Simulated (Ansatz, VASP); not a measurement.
## HfB in VASP and in Ansatz

Contents of INCAR:

```
PREC = Accurate
ENCUT = 500
EDIFF = 1E-6
ISMEAR = 0
SIGMA = 0.15
LREAL = F
LASPH = T
NELM = 120
ALGO = Normal
ISIF = 2
LWAVE = F
LCHARG = F
GGA = PS
NBANDS = 14
GGA_COMPAT = F
```

The input KPOINTS:

```
Automatic mesh
0
Gamma
  18 18 18
```

Contents of POSCAR:

```
HfB
1.0
    0.0000000000      2.3677500000      2.3100000000
    2.3677500000      0.0000000000      2.3100000000
    2.3677500000      2.3677500000      0.0000000000
Hf B
1 1
Direct
    0.5000000000      0.5000000000      0.5000000000
    0.0000000000      0.0000000000      0.0000000000
```

Input for Ansatz:

```yaml
crystal:
  lattice:
    - [0.0, 2.36775, 2.31]
    - [2.36775, 0.0, 2.31]
    - [2.36775, 2.36775, 0.0]
  atoms:
    - { symbol: Hf, position: [0.5, 0.5, 0.5] }
    - { symbol: B, position: [0.0, 0.0, 0.0] }
basis:
  ecutwfc: 420
kpoints:
  mp_grid: { grid: [18, 18, 18] }
hamiltonian:
  xc: pbesol
scf:
  occupations: { method: gaussian, width: 0.15 }
output:
  forces: true
  stress: true
  eigenvalues: true
```

Change from the starting cell: strain +0.025 along x and y, +0.000 along z, atoms carried along.

Alike in both runs: task single point; functional PBEsol; k mesh 18 × 18 × 18; occupations gaussian, width 0.15 eV; no spin polarisation.

```csv
,VASP,Ansatz
version,VASP 6.6.1,Ansatz 0.2.0
potentials or method,"VASP PAW PBE potentials, release 64 (Hf_pv, B), cutoff 500 eV","scalar-relativistic, plane waves, PAW"
valence electrons in the cell,13,29
```

VASP gave:

```
gap on the k mesh at the Fermi level (eV)                     : none
pressure (GPa)                                                : 12.4
traceless stress, the component that is largest in VASP (GPa) : 7.43
```

Q: Which values does Ansatz return?

A: gap on the k mesh at the Fermi level (eV): none; pressure (GPa): 11.7; traceless stress, the component that is largest in VASP (GPa): 7.31.

VASP's potentials were made for PBE, not for PBEsol. A gap of «none» marks a metal or a gap that the smearing closes. With one functional, cell and mesh, what is left measures potentials, basis and numerics. VASP's potentials hold 13 valence electrons a cell and Ansatz's 29, so a difference there can come from the potentials and not from the codes.

Neither program's run includes spin-orbit coupling.
